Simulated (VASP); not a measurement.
# SrCl2 (R-3m) in VASP: a series of runs

SrCl2 is run at these levels: PBE, r2SCAN; tasks: single point.

Program: VASP 6.6.1. These are calculated values, not measurements. Logs are shortened: lines on timing, memory, paths and dates and some standing lists are left out, and cuts for length are marked.

## Step 1: The cell of the first run

The typed cell holds 3 atoms: a = 4.916 Å, b = 4.916 Å, c = 4.916 Å, α = 59.96°, β = 59.96°, γ = 59.96°.

## Step 2: Single point, PBE

Input file INCAR:

```
SYSTEM = SrCl2
PREC     = Accurate       ! precision mode
ENCUT    = 520            ! plane-wave cutoff, eV
EDIFF    = 1E-6           ! SCF threshold, eV
ISMEAR   = 0              ! smearing method
SIGMA    = 0.01           ! smearing width, eV
LREAL    = .FALSE.        ! projectors in reciprocal space
LASPH    = .TRUE.         ! aspherical terms in the spheres
NELM     = 60             ! most SCF steps
ALGO     = Normal         ! electronic algorithm
ISIF     = 2              ! what is computed and relaxed
LWAVE    = .FALSE.        ! write WAVECAR
LCHARG   = .FALSE.        ! write CHGCAR
GGA      = PE             ! functional
NBANDS   = 19             ! bands
```

Input file KPOINTS:

```
regular mesh
0
G
  6 6 6
  0 0 0
```

Input file POSCAR:

```
SrCl2
1.0
    2.4567214785      1.4183888069      4.0153159510
   -2.4567214785      1.4183888069      4.0153159510
    0.0000000000     -2.8367776139      4.0153159510
Sr Cl
1 2
Direct
    0.0000000000      0.0000000000      0.0000000000
    0.2499511382      0.2499511382      0.2499511382
    0.7500488618      0.7500488618      0.7500488618
```

Potentials or basis: VASP PAW PBE potentials, release 64 (Sr_sv, Cl).

Command:

```console
$ cat potpaw_PBE.64/Sr_sv/POTCAR potpaw_PBE.64/Cl/POTCAR > POTCAR
$ mpirun -np 1 vasp_std > vasp.out
```

OUTCAR:

```text
SYSTEM = SrCl2
   PREC = Accurate
   ENCUT = 520
   EDIFF = 1E-6
   ISMEAR = 0
   LREAL = .FALSE.
   LASPH = .TRUE.
   NELM = 60
   ISIF = 2
   GGA = PE

 ion  position               nearest neighbor table
   1  0.000  0.000  0.000-   3 3.01   3 3.01   2 3.01   2 3.01   3 3.01   2 3.01   3 3.01   2 3.01

   2  0.250  0.250  0.250-   1 3.01   1 3.01   1 3.01   1 3.01
   3  0.750  0.750  0.750-   1 3.01   1 3.01   1 3.01   1 3.01

  LATTYP: Found a trigonal (rhomboedric) cell.
 ALAT       =     4.9163064812
 COS(alpha) =     0.5005822847

  Lattice vectors:

 A1 = (   2.4567214785,   1.4183888069,   4.0153159510)
 A2 = (  -2.4567214785,   1.4183888069,   4.0153159510)
 A3 = (   0.0000000000,  -2.8367776139,   4.0153159510)

Analysis of symmetry for initial positions (statically):
=====================================================================
 Subroutine PRICEL returns:
 Original cell was already a primitive cell.

 Routine SETGRP: Setting up the symmetry group for a
 trigonal (rhombohedral) supercell.

 Subroutine GETGRP returns: Found 12 space group operations
 (whereof 12 operations were pure point group operations)
 out of a pool of 12 trial point group operations.

The static configuration has the point symmetry D_3d.

Analysis of symmetry for dynamics (positions and initial velocities):
=====================================================================
 Subroutine PRICEL returns:
 Original cell was already a primitive cell.

 Routine SETGRP: Setting up the symmetry group for a
 trigonal (rhombohedral) supercell.

 Subroutine GETGRP returns: Found 12 space group operations
 (whereof 12 operations were pure point group operations)
 out of a pool of 12 trial point group operations.

The dynamic configuration has the point symmetry D_3d.

 Subroutine INISYM returns: Found 12 space group operations
 (whereof 12 operations are pure point group operations),
 and found     1 'primitive' translations

----------------------------------------------------------------------------------------

                                     Primitive cell

  volume of cell :      83.9503

  direct lattice vectors                    reciprocal lattice vectors
     2.456721478  1.418388807  4.015315951     0.203523275  0.117504217  0.083015468
    -2.456721478  1.418388807  4.015315951    -0.203523275  0.117504217  0.083015468
     0.000000000 -2.836777614  4.015315951     0.000000000 -0.235008435  0.083015468

  length of vectors
     4.916306481  4.916306481  4.916306481     0.249239909  0.249239909  0.249239909

  position of ions in fractional coordinates (direct lattice)
     0.000000000  0.000000000  0.000000000
     0.249951138  0.249951138  0.249951138
     0.750048862  0.750048862  0.750048862

  ion indices of the primitive-cell ions
   primitive index   ion index
                 1           1
                 2           2
                 3           3

----------------------------------------------------------------------------------------

 KPOINTS: regular mesh

Automatic generation of k-mesh.
 Grid dimensions read from file:
 generate k-points for:    6    6    6

 Generating k-lattice:

  Cartesian coordinates                     Fractional coordinates (reciprocal lattice)
     0.033920546  0.019584036  0.013835911     0.166666667  0.000000000  0.000000000
    -0.033920546  0.019584036  0.013835911     0.000000000  0.166666667  0.000000000
     0.000000000 -0.039168072  0.013835911     0.000000000  0.000000000  0.166666667

  Length of vectors
     0.041539985  0.041539985  0.041539985

  Shift w.r.t. Gamma in fractional coordinates (k-lattice)
     0.000000000  0.000000000  0.000000000

 Subroutine IBZKPT returns following result:
 ===========================================

 Found     32 irreducible k-points:

 Following reciprocal coordinates:
            Coordinates               Weight
  0.000000  0.000000  0.000000      1.000000
  0.166667 -0.000000 -0.000000      6.000000
  0.333333  0.000000 -0.000000      6.000000
  0.500000  0.000000  0.000000      3.000000
  0.166667  0.166667 -0.000000      6.000000
  0.333333  0.166667  0.000000     12.000000
[... 16 lines left out ...]
  0.500000  0.500000  0.166667      6.000000
 -0.333333  0.500000  0.166667     12.000000
 [... further k-points ...]
   k-points           NKPTS =     32   k-points in BZ     NKDIM =     32   number of bands    NBANDS=     19
   number of dos      NEDOS =    301   number of ions     NIONS =      3
   total plane-waves  NPLWV =  64000
   dimension x,y,z NGX =    40 NGY =   40 NGZ =   40
   dimension x,y,z NGXF=    80 NGYF=   80 NGZF=   80
   ions per type =               1   2
   NGX,Y,Z   is equivalent  to a cutoff of  13.53, 13.53, 13.53 a.u.
   NGXF,Y,Z  is equivalent  to a cutoff of  27.05, 27.05, 27.05 a.u.
 SYSTEM =  SrCl2
   PREC   = accura    normal or accurate (medium, high low for compatibility)
   ISTART =      0    job   : 0-new  1-cont  2-samecut
   ICHARG =      2    charge: 1-file 2-atom 10-const
   ISPIN  =      1    spin polarized calculation?
   LNONCOLLINEAR =      F non collinear calculations
   LSORBIT =      F    spin-orbit coupling
   LASPH  =      T    aspherical Exc in radial PAW
   ENCUT  =  520.0 eV  38.22 Ry    6.18 a.u.   9.14  9.14  9.14*2*pi/ulx,y,z
   NELM   =     60;   NELMIN=  2; NELMDL= -5     # of ELM steps
   EDIFF  = 0.1E-05   stopping-criterion for ELM
   LREAL  =      F    real-space projection
   EDIFFG = 0.1E-04   stopping-criterion for IOM
   NSW    =      0    number of steps for IOM
   IBRION =     -1    ionic relax: 0-MD 1-quasi-New 2-CG
   NFREE  =      0    steps in history (QN), initial steepest desc. (CG)
   ISIF   =      2    stress and relaxation
   ISYM   =      2    0-nonsym 1-usesym 2-fastsym
   POTIM  = 0.5000    time-step for ionic-motion
   TEBEG  =    0.0;   TEEND  =   0.0 temperature during run
   PSTRESS=    0.0 pullay stress
   NELECT =      24.0000    total number of electrons
   NUPDOWN=      -1.0000    fix difference up-down
   EMIN   =  10.00;   EMAX   =-10.00  energy-range for DOS
   EFERMI =   0.00;   METHOD = LEGACY
   ISMEAR =     0;   SIGMA  =   0.01  broadening in eV -4-tet -1-fermi 0-gaus
   EFERMI_NEDOS =   21; number of points for ismear=-14 and -15
   IALGO  =     38    algorithm
   IMIX   =      4    mixing-type and parameters
     AMIX     =   0.40;   BMIX     =  1.00
     AMIX_MAG =   1.60;   BMIX_MAG =  1.00
  volume/ion in A,a.u.               =      27.98       188.84
  Fermi-wavevector in a.u.,A,eV,Ry     =   1.078461  2.037996 15.824644  1.163079
  Thomas-Fermi vector in A             =   2.214400
   LORBIT       =      0    0 simple, 1 ext, 2 COOP (PROOUT), +10 PAW based schemes
   GGA     = PE    functional components
   LHFCALC =     F    Hartree Fock is set to
   AEXX    =    0.0000 exact exchange contribution
   IVDW    =     0    specifies the selected vdW correction
   LEPSILON=     F    determine dielectric tensor
   LRPA    =     F    only Hartree local field effects (RPA)
 non-spin polarized calculation
 Gauss-broadening in eV      SIGMA  =   0.01
  energy-cutoff  :      520.00
  volume of cell :       83.95
 maximum number of plane-waves:      2285
 NGX is ok and might be reduce to    40
   NGX = 19   NGY = 19   NGZ = 19

 number of electron      24.0000003 magnetization

 Free energy of the ion-electron system (eV)
  ---------------------------------------------------
  ext. energy  EPLUGINS =         0.00000000
  ---------------------------------------------------
  free energy    TOTEN  =       -12.77438417 eV

  energy without entropy =      -12.77438417  energy(sigma->0) =      -12.77438417

 E-fermi :   0.3195     XC(G=0):  -8.3314

 val. band max:        0.2267828580   @ k =   0.5000   0.5000   0.0000
 cond. band min:       5.6083482850   @ k =   0.0000   0.0000   0.0000
 fundamental gap:      5.3815654270
 Fermi energy:         0.3194740494

 k-point     1 :       0.0000    0.0000    0.0000
  band No.  band energies     occupation
      1     -32.6234      2.00000
      2     -14.6201      2.00000
      3     -14.6201      2.00000
      4     -14.6201      2.00000
      5     -13.1136      2.00000
      6     -12.2405      2.00000
[... 11 lines left out ...]
     18       9.2844      0.00000
     19       9.6082      0.00000

 k-point     2 :       0.1667   -0.0000   -0.0000
  band No.  band energies     occupation
      1     -32.6225      2.00000
      2     -14.7156      2.00000
      3     -14.6238      2.00000
      4     -14.6237      2.00000
      5     -12.9542      2.00000
      6     -12.2988      2.00000
[... 11 lines left out ...]
     18       9.0128      0.00000
     19      10.1228      0.00000

 k-point     3 :       0.3333    0.0000   -0.0000
  band No.  band energies     occupation
      1     -32.6208      2.00000
      2     -14.8639      2.00000
      3     -14.6310      2.00000
      4     -14.6310      2.00000
      5     -12.7340      2.00000
      6     -12.3494      2.00000
[... 11 lines left out ...]
     18       8.8578      0.00000
     19       9.3906      0.00000

 k-point     4 :       0.5000    0.0000    0.0000
  band No.  band energies     occupation
      1     -32.6199      2.00000
      2     -14.9244      2.00000
      3     -14.6347      2.00000
      4     -14.6347      2.00000
      5     -12.7056      2.00000
      6     -12.3015      2.00000
[... 407 lines left out ...]
     18       9.0153      0.00000
     19      10.0837      0.00000

 k-point    23 :       0.5000    0.5000    0.1667
  band No.  band energies     occupation
      1     -32.6191      2.00000
      2     -14.9384      2.00000
      3     -14.6976      2.00000
      4     -14.6498      2.00000
      5     -12.5111      2.00000
      6     -12.3809      2.00000
[... 11 lines left out ...]
     18       9.2398      0.00000
     19      10.1045      0.00000

 k-point    24 :      -0.3333    0.5000    0.1667
  band No.  band energies     occupation
      1     -32.6188      2.00000
      2     -14.9139      2.00000
      3     -14.7472      2.00000
      4     -14.6552      2.00000
      5     -12.4856      2.00000
      6     -12.3689      2.00000
[... 11 lines left out ...]
     18       9.8607      0.00000
     19      10.2926      0.00000

 [... further k-points ...]

------------------------ aborting loop because EDIFF is reached ----------------------------------------

  FORCE on cell =-STRESS in cart. coord.  units (eV):
  Direction    XX          YY          ZZ          XY          YZ          ZX
  --------------------------------------------------------------------------------------
  -------------------------------------------------------------------------------------
  Total        0.7954401      0.7954401      0.7862029      0.0000000     -0.0000000     -0.0000000
  in kB       15.1808415     15.1808415     15.0045519      0.0000000     -0.0000000     -0.0000000
  external PRESSURE =      15.1220783 kB  Pullay stress =       0.0000000 kB

 VOLUME and BASIS-vectors are now :
 -----------------------------------------------------------------------------
  energy-cutoff  :      520.00
  volume of cell :       83.95
      direct lattice vectors                 reciprocal lattice vectors
     2.456721478  1.418388807  4.015315951     0.203523275  0.117504217  0.083015468
    -2.456721478  1.418388807  4.015315951    -0.203523275  0.117504217  0.083015468
     0.000000000 -2.836777614  4.015315951     0.000000000 -0.235008435  0.083015468

 POSITION                                       TOTAL-FORCE (eV/Angst)
 -----------------------------------------------------------------------------------
      0.00000      0.00000      0.00000         0.000000     -0.000000      0.000000
      0.00000     -0.00000      3.01090        -0.000000      0.000000     -0.000147
      0.00000     -0.00000      9.03505        -0.000000     -0.000000      0.000147
 -----------------------------------------------------------------------------------
    total drift:                                0.000000     -0.000000      0.000000

  FREE ENERGIE OF THE ION-ELECTRON SYSTEM (eV)
  ---------------------------------------------------
  free  energy   TOTEN  =       -12.7743841687 eV

  energy  without entropy=      -12.7743841687  energy(sigma->0) =      -12.77438417
```

Run time: 84 s. Hardware: 1 thread of Intel Xeon Platinum 8259CL at 2.50GHz (Skylake/Cascade Lake), shared host; peak memory 0.25 GiB.

Results:

* Free energy: -12.7744 eV
* Pressure: 1.5 GPa
* Band gap on the k mesh: 5.38 eV, indirect (least direct gap 5.50 eV)

(Part 1 of 2 ends here.)
